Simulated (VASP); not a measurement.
Input of a VASP 6.6.1 run:

The input POSCAR:

```
P
1.0
    1.5485735304      0.8940693446      2.5293693149
   -1.5485735304      0.8940693446      2.5293693149
    0.0000000000     -1.7881386893      2.5293693149
P
2
Direct
    0.2499770723      0.2499770723      0.2499770723
    0.7500229277      0.7500229277      0.7500229277
```

The input INCAR.step1:

```
ALGO = Normal
EDIFF = 1E-4
ENCUT = 520
GGA = PE
ISMEAR = 0
LASPH = T
LCHARG = F
LREAL = F
LWAVE = T
NBANDS = 12
NELM = 80
PREC = Accurate
SIGMA = 0.05
```

Contents of INCAR.step2:

```
ALGO = Normal
EDIFF = 1E-6
ENCUT = 520
ISIF = 2
ISMEAR = 0
ISTART = 1
IVDW = 12
LASPH = T
LCHARG = T
LELF = T
LMIXTAU = T
LREAL = F
LVHAR = T
LWAVE = F
METAGGA = R2SCAN
NBANDS = 12
NELM = 80
PREC = Accurate
SIGMA = 0.05
VDW_A1 = 0.49484001
VDW_A2 = 5.73083694
VDW_S6 = 1.0
VDW_S8 = 0.78981345
```

Contents of KPOINTS:

```
k-points
0
Gamma
  18 18 18
```

Potentials or basis: VASP PAW PBE potentials, release 64 (P).

Run with:

```sh
$ cat potpaw_PBE.64/P/POTCAR > POTCAR
$ cp INCAR.step1 INCAR
$ mpirun -np 1 vasp_std > vasp.out
$ cp INCAR.step2 INCAR
$ mpirun -np 1 vasp_std > vasp.out
```

**Question.** What does it give for the dispersion energy per atom?

**Answer.** -0.317 eV.

**Question.** Predict the pressure.

**Answer.** 71.2 GPa.

Caveat: the cell stands under pressure; the PAW data sets were made with another functional, which shifts forces and pressure a little.
